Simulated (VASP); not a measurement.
# Fe2Ge (P6_3/mmc) in VASP: relaxation of cell and atoms with PBEsol

Aim: the relaxation of cell and atoms of Fe2Ge with PBEsol.

All numbers are computed with VASP 6.6.1; they aren't measurements. Logs are shortened: lines on timing, memory, paths and dates and some standing lists are left out, and cuts for length are marked.

## Step 1: The cell of the first run

The structure is hexagonal, space group P6_3/mmc (No. 194). The conventional cell has a = 4.133 Å, b = 4.133 Å, c = 5.009 Å, α = 90.00°, β = 90.00°, γ = 120.00°. Fe (site symmetry -3m) has 8 Fe at 2.50 to 2.69 Å and 6 Ge at 2.69 Å within 3.3 Å. Fe (site symmetry -6m2) has 5 Ge at 2.39 to 2.50 Å and 6 Fe at 2.69 Å within 3.2 Å. Ge (site symmetry -6m2) has 11 Fe at 2.39 to 2.69 Å within 3.2 Å.

## Step 2: Relaxation of cell and atoms, PBEsol, collinear spin, ferromagnetic start

Contents of INCAR:

```
PREC = Accurate ; ENCUT = 600
EDIFF = 1E-7 ; ISMEAR = 0
SIGMA = 0.1 ; LREAL = False
LASPH = True ; NELM = 200
ALGO = Normal ; ISIF = 3
LWAVE = False ; LCHARG = False
ISPIN = 2 ; MAGMOM = 2.7 2.7 1.78 1.78 0 0
LORBIT = 11 ; LMAXMIX = 4
GGA = PS ; IBRION = 2
NSW = 100 ; EDIFFG = -0.05
GGA_COMPAT = False ; NELMIN = 4
```

Contents of KPOINTS:

```
regular mesh
0
Gamma
  6 6 4
```

Contents of POSCAR:

```
Fe2Ge
1.0
    4.1328681390      0.0000000000      0.0000000000
   -2.0664340700      3.5791687990      0.0000000000
    0.0000000000      0.0000000000      5.0087520000
Fe Ge
4 2
Direct
    0.0000000000      0.0000000000      0.0000000000
    0.0000000000      0.0000000000      0.5000000000
    0.6666666700      0.3333333300      0.7500000000
    0.3333333300      0.6666666700      0.2500000000
    0.6666666700      0.3333333300      0.2500000000
    0.3333333300      0.6666666700      0.7500000000
```

Potentials or basis: VASP PAW PBE potentials, release 64 (Fe, Ge_d).

The run is started by

```sh
$ cat potpaw_PBE.64/Fe/POTCAR potpaw_PBE.64/Ge_d/POTCAR > POTCAR
$ mpirun -np 1 vasp_std > vasp.out
```

OUTCAR:

```text
PREC = Accurate
   ENCUT = 600
   EDIFF = 1E-7
   ISMEAR = 0
   LREAL = False
   LASPH = True
   NELM = 200
   ISIF = 3
   ISPIN = 2
   LORBIT = 11
   GGA = PS
   IBRION = 2
   NSW = 100
   EDIFFG = -0.05
   NELMIN = 4

 ion  position               nearest neighbor table
   1  0.000  0.000  0.000-   2 2.50   2 2.50   4 2.69   5 2.69   6 2.69   3 2.69   3 2.69   5 2.69
                             4 2.69   6 2.69   3 2.69   5 2.69   4 2.69   6 2.69
   2  0.000  0.000  0.500-   1 2.50   1 2.50   4 2.69   5 2.69   6 2.69   3 2.69   3 2.69   5 2.69
                             4 2.69   6 2.69   3 2.69   5 2.69   4 2.69   6 2.69
   3  0.667  0.333  0.750-   6 2.39   6 2.39   6 2.39   5 2.50   5 2.50   1 2.69   2 2.69   1 2.69
                             2 2.69   1 2.69   2 2.69
   4  0.333  0.667  0.250-   5 2.39   5 2.39   5 2.39   6 2.50   6 2.50   1 2.69   2 2.69   2 2.69
                             1 2.69   2 2.69   1 2.69
   5  0.667  0.333  0.250-   4 2.39   4 2.39   4 2.39   3 2.50   3 2.50   1 2.69   2 2.69   1 2.69
                             2 2.69   1 2.69   2 2.69
   6  0.333  0.667  0.750-   3 2.39   3 2.39   3 2.39   4 2.50   4 2.50   1 2.69   2 2.69   2 2.69
                             1 2.69   2 2.69   1 2.69

  LATTYP: Found a hexagonal cell.
 ALAT       =     4.1328681390
 C/A-ratio  =     1.2119312380

  Lattice vectors:

 A1 = (   4.1328681390,   0.0000000000,   0.0000000000)
 A2 = (  -2.0664340700,   3.5791687990,   0.0000000000)
 A3 = (   0.0000000000,   0.0000000000,   5.0087520000)

Analysis of symmetry for initial positions (statically):
=====================================================================
 Subroutine PRICEL returns:
 Original cell was already a primitive cell.

 Routine SETGRP: Setting up the symmetry group for a
 hexagonal supercell.

 Subroutine GETGRP returns: Found 24 space group operations
 (whereof 12 operations were pure point group operations)
 out of a pool of 24 trial point group operations.

The static configuration has the point symmetry D_3d.
 The point group associated with its full space group is D_6h.

Analysis of symmetry for dynamics (positions and initial velocities):
=====================================================================
 Subroutine PRICEL returns:
 Original cell was already a primitive cell.

 Routine SETGRP: Setting up the symmetry group for a
 hexagonal supercell.

 Subroutine GETGRP returns: Found 24 space group operations
 (whereof 12 operations were pure point group operations)
 out of a pool of 24 trial point group operations.

The dynamic configuration has the point symmetry D_3d.
 The point group associated with its full space group is D_6h.

Analysis of structural, dynamic, and magnetic symmetry:
=====================================================================
 Subroutine PRICEL returns:
 Original cell was already a primitive cell.

 Routine SETGRP: Setting up the symmetry group for a
 hexagonal supercell.

 Subroutine GETGRP returns: Found 24 space group operations
 (whereof 12 operations were pure point group operations)
 out of a pool of 24 trial point group operations.

The overall configuration has the point symmetry D_3d.
 The point group associated with its full space group is D_6h.

 Subroutine INISYM returns: Found 24 space group operations
 (whereof 12 operations are pure point group operations),
 and found     1 'primitive' translations

----------------------------------------------------------------------------------------

                                     Primitive cell

  volume of cell :      74.0906

  direct lattice vectors                    reciprocal lattice vectors
     4.132868139  0.000000000  0.000000000     0.241962716  0.139697239  0.000000000
    -2.066434070  3.579168799  0.000000000     0.000000000  0.279394478  0.000000000
     0.000000000  0.000000000  5.008752000     0.000000000  0.000000000  0.199650532

  length of vectors
     4.132868139  4.132868139  5.008752000     0.279394479  0.279394478  0.199650532

  position of ions in fractional coordinates (direct lattice)
     0.000000000  0.000000000  0.000000000
     0.000000000  0.000000000  0.500000000
     0.666666670  0.333333330  0.750000000
     0.333333330  0.666666670  0.250000000
     0.666666670  0.333333330  0.250000000
     0.333333330  0.666666670  0.750000000

  ion indices of the primitive-cell ions
   primitive index   ion index
                 1           1
                 2           2
                 3           3
                 4           4
                 5           5
                 6           6

----------------------------------------------------------------------------------------

 KPOINTS: regular mesh

Automatic generation of k-mesh.
 Grid dimensions read from file:
 generate k-points for:    6    6    4

 Generating k-lattice:

  Cartesian coordinates                     Fractional coordinates (reciprocal lattice)
     0.040327119  0.023282873  0.000000000     0.166666667 -0.000000000  0.000000000
     0.000000000  0.046565746  0.000000000     0.000000000  0.166666667  0.000000000
     0.000000000  0.000000000  0.049912633     0.000000000  0.000000000  0.250000000

  Length of vectors
     0.046565746  0.046565746  0.049912633

  Shift w.r.t. Gamma in fractional coordinates (k-lattice)
     0.000000000  0.000000000  0.000000000

 Subroutine IBZKPT returns following result:
 ===========================================

 Found     21 irreducible k-points:

 Following reciprocal coordinates:
            Coordinates               Weight
  0.000000  0.000000  0.000000      1.000000
  0.166667  0.000000  0.000000      6.000000
  0.333333  0.000000  0.000000      6.000000
  0.500000 -0.000000  0.000000      3.000000
  0.166667  0.166667  0.000000      6.000000
  0.333333  0.166667  0.000000     12.000000
[... 13 lines left out ...]
  0.333333  0.166667  0.500000     12.000000
  0.333333  0.333333  0.500000      2.000000
   k-points           NKPTS =     21   k-points in BZ     NKDIM =     21   number of bands    NBANDS=     40
   number of dos      NEDOS =    301   number of ions     NIONS =      6
   total plane-waves  NPLWV =  51840
   dimension x,y,z NGX =    36 NGY =   36 NGZ =   40
   dimension x,y,z NGXF=    72 NGYF=   72 NGZF=   80
   ions per type =               4   2
   NGX,Y,Z   is equivalent  to a cutoff of  14.48, 14.48, 13.28 a.u.
   NGXF,Y,Z  is equivalent  to a cutoff of  28.96, 28.96, 26.55 a.u.
 SYSTEM =  unknown system
   PREC   = accura    normal or accurate (medium, high low for compatibility)
   ISTART =      0    job   : 0-new  1-cont  2-samecut
   ICHARG =      2    charge: 1-file 2-atom 10-const
   ISPIN  =      2    spin polarized calculation?
   LNONCOLLINEAR =      F non collinear calculations
   LSORBIT =      F    spin-orbit coupling
   LASPH  =      T    aspherical Exc in radial PAW
   ENCUT  =  600.0 eV  44.10 Ry    6.64 a.u.   8.25  8.25 10.00*2*pi/ulx,y,z
   NELM   =    200;   NELMIN=  4; NELMDL= -5     # of ELM steps
   EDIFF  = 0.1E-06   stopping-criterion for ELM
   LREAL  =      F    real-space projection
   EDIFFG = -.5E-01   stopping-criterion for IOM
   NSW    =    100    number of steps for IOM
   IBRION =      2    ionic relax: 0-MD 1-quasi-New 2-CG
   NFREE  =      1    steps in history (QN), initial steepest desc. (CG)
   ISIF   =      3    stress and relaxation
   ISYM   =      2    0-nonsym 1-usesym 2-fastsym
   POTIM  = 0.5000    time-step for ionic-motion
   TEBEG  =    0.0;   TEEND  =   0.0 temperature during run
   PSTRESS=    0.0 pullay stress
   NELECT =      60.0000    total number of electrons
   NUPDOWN=      -1.0000    fix difference up-down
   EMIN   =  10.00;   EMAX   =-10.00  energy-range for DOS
   EFERMI =   0.00;   METHOD = LEGACY
   ISMEAR =     0;   SIGMA  =   0.10  broadening in eV -4-tet -1-fermi 0-gaus
   EFERMI_NEDOS =   21; number of points for ismear=-14 and -15
   IALGO  =     38    algorithm
   IMIX   =      4    mixing-type and parameters
     AMIX     =   0.40;   BMIX     =  1.00
     AMIX_MAG =   1.60;   BMIX_MAG =  1.00
  volume/ion in A,a.u.               =      12.35        83.33
  Fermi-wavevector in a.u.,A,eV,Ry     =   1.525940  2.883609 31.681074  2.328493
  Thomas-Fermi vector in A             =   2.634042
   LORBIT       =     11    0 simple, 1 ext, 2 COOP (PROOUT), +10 PAW based schemes
   GGA     = PS    functional components
   LHFCALC =     F    Hartree Fock is set to
   AEXX    =    0.0000 exact exchange contribution
   IVDW    =     0    specifies the selected vdW correction
   LEPSILON=     F    determine dielectric tensor
   LRPA    =     F    only Hartree local field effects (RPA)
 conjugate gradient relaxation of ions
 spin polarized calculation
 Gauss-broadening in eV      SIGMA  =   0.10
  energy-cutoff  :      600.00
  volume of cell :       74.09
 maximum number of plane-waves:      2490
 NGX is ok and might be reduce to    36
   NGX = 17   NGY = 17   NGZ = 21

--------------------------------------- Ionic step        1  -------------------------------------------

 number of electron      60.0000004 magnetization       8.0403473

 Free energy of the ion-electron system (eV)
  ---------------------------------------------------
  ext. energy  EPLUGINS =         0.00000000
  ---------------------------------------------------
  free energy    TOTEN  =       -46.04370355 eV

  energy without entropy =      -46.01678876  energy(sigma->0) =      -46.03024616

------------------------ aborting loop because EDIFF is reached ----------------------------------------

  FORCE on cell =-STRESS in cart. coord.  units (eV):
  Direction    XX          YY          ZZ          XY          YZ          ZX
  --------------------------------------------------------------------------------------
  -------------------------------------------------------------------------------------
  Total       -3.6332744     -3.6332744     -3.5228843      0.0000000     -0.0000000      0.0000000
  in kB      -78.5679678    -78.5679678    -76.1808313      0.0000000     -0.0000000      0.0000000
  external PRESSURE =     -77.7722556 kB  Pullay stress =       0.0000000 kB
[... 65 lines left out ...]
  energy  without entropy=      -46.0745471826  energy(sigma->0) =      -46.08635376

--------------------------------------- Ionic step        3  -------------------------------------------

 number of electron      60.0000014 magnetization       7.0517919

 Free energy of the ion-electron system (eV)
  ---------------------------------------------------
  ext. energy  EPLUGINS =         0.00000000
  ---------------------------------------------------
  free energy    TOTEN  =       -46.13901571 eV

  energy without entropy =      -46.10639365  energy(sigma->0) =      -46.12270468

 E-fermi :   8.1125     XC(G=0): -13.4198

 val. band max:        8.0913326373   @ k =   0.5000  -0.0000   0.2500
 cond. band min:       8.1205915431   @ k =   0.1667   0.1667   0.2500
 fundamental gap:      0.0292589058
 Fermi energy:         8.1125437120

 spin component 1

 k-point     1 :       0.0000    0.0000    0.0000
  band No.  band energies     occupation
      1     -16.4983      1.00000
      2     -16.4911      1.00000
      3     -16.4661      1.00000
      4     -16.4661      1.00000
      5     -16.4436      1.00000
      6     -16.4436      1.00000
[... 892 lines left out ...]
     39      14.9349      0.00000
     40      14.9349      0.00000
 Fermi energy:         8.1125437120

 spin component 2

 k-point     1 :       0.0000    0.0000    0.0000
  band No.  band energies     occupation
      1     -16.5095      1.00000
      2     -16.5024      1.00000
      3     -16.4817      1.00000
      4     -16.4817      1.00000
      5     -16.4529      1.00000
      6     -16.4529      1.00000
[... 925 lines left out ...]
  FREE ENERGIE OF THE ION-ELECTRON SYSTEM (eV)
  ---------------------------------------------------
  free  energy   TOTEN  =       -46.1390157116 eV

  energy  without entropy=      -46.1063936521  energy(sigma->0) =      -46.12270468

 reached required accuracy - stopping structural energy minimisation

 total charge

# of ion       s       p       d       tot
------------------------------------------
    1        0.411   0.518   6.301   7.230
    2        0.411   0.518   6.301   7.230
    3        0.437   0.532   6.541   7.509
    4        0.437   0.532   6.541   7.509
    5        1.090   1.358  10.133  12.581
    6        1.090   1.358  10.133  12.581
--------------------------------------------------
tot          3.876   4.814  45.949  54.639

 magnetization (x)

# of ion       s       p       d       tot
------------------------------------------
    1       -0.000   0.005   2.255   2.260
    2       -0.000   0.005   2.255   2.260
    3        0.007   0.001   1.314   1.322
    4        0.007   0.001   1.314   1.322
    5       -0.005  -0.074   0.007  -0.072
    6       -0.005  -0.074   0.007  -0.072
--------------------------------------------------
tot          0.004  -0.136   7.153   7.021
```

Run time: 14 min. Hardware: 1 thread of Intel Xeon 8259CL, shared host; peak memory 0.33 GiB.

What came out:

- Free energy: -46.1390 eV
- Relaxed volume: 11.70 Å³/atom
- Relaxed cell: a = 4.059 Å, b = 4.059 Å, c = 4.922 Å, α = 90.00°, β = 90.00°, γ = 120.00°
- Space group after relaxing (to 0.1 Å): P6_3/mmc (No. 194)
- Energy gained by relaxing: 15.9 meV/atom
- Ionic steps: 3
- Pressure after relaxing: -0.3 GPa
- Net moment: 7.05 μB per cell
- Site moments: Fe +2.26, +1.32 (each value once); Ge -0.07 μB
- Valence electrons inside the program's atomic spheres: Fe 7.23, 7.51 (each value once); Ge 12.58

Stress tensor (GPa, compression positive):
```
-0.17  0.00  0.00
 0.00 -0.17  0.00
 0.00  0.00 -0.47
```

The path:
| step | energy change (eV) | largest force (eV/Å) | pressure (GPa) | volume (Å³) |
| --- | --- | --- | --- | --- |
| 1 | 0.0000 | 0.0000 | -7.78 | 74.09 |
| 2 | -0.0545 | 0.0000 | 6.35 | 67.85 |
| 3 | -0.0953 | 0.0000 | -0.27 | 70.23 |

Final structure:
```yaml
crystal:
  lattice:
    - [4.05902, 0.00000, 0.00000]
    - [-2.02951, 3.51521, 0.00000]
    - [0.00000, 0.00000, 4.92197]
  atoms:
    - { symbol: Fe, position: [0.00000, 0.00000, 0.00000] }
    - { symbol: Fe, position: [0.00000, 0.00000, 0.50000] }
    - { symbol: Fe, position: [0.66667, 0.33333, 0.75000] }
    - { symbol: Fe, position: [0.33333, 0.66667, 0.25000] }
    - { symbol: Ge, position: [0.66667, 0.33333, 0.25000] }
    - { symbol: Ge, position: [0.33333, 0.66667, 0.75000] }
```

Levels at points of the mesh, in eV from the Fermi level:
Spin up:
```csv
k point,band 31,band 32,band 33,band 34,band 35,band 36,band 37,band 38
"(0.00, 0.00, 0.00)",-0.58,-0.37,0.21,2.38,2.88,2.88,2.98,3.22
"(0.50, 0.00, 0.00)",-1.25,-0.86,-0.51,-0.49,-0.41,1.20,1.98,3.59
"(0.00, 0.00, 0.50)",-0.89,-0.89,1.69,1.69,3.50,3.50,3.50,3.50
"(0.50, 0.00, 0.50)",-1.35,-1.35,-0.55,-0.55,1.21,1.21,2.88,2.88
```
Spin down:
```
           k point  band 24  band 25  band 26  band 27  band 28  band 29
(0.00, 0.00, 0.00)    -0.30    -0.18     0.52     0.58     0.58     0.77
(0.50, 0.00, 0.00)    -0.87    -0.80    -0.80    -0.21     0.12     0.38
(0.00, 0.00, 0.50)    -0.51     0.43     0.43     0.43     0.43     0.67
(0.50, 0.00, 0.50)    -1.01    -0.50    -0.50     0.05     0.05     0.07
```

Caveat: the PAW data sets were made with another functional, which shifts forces and pressure a little.
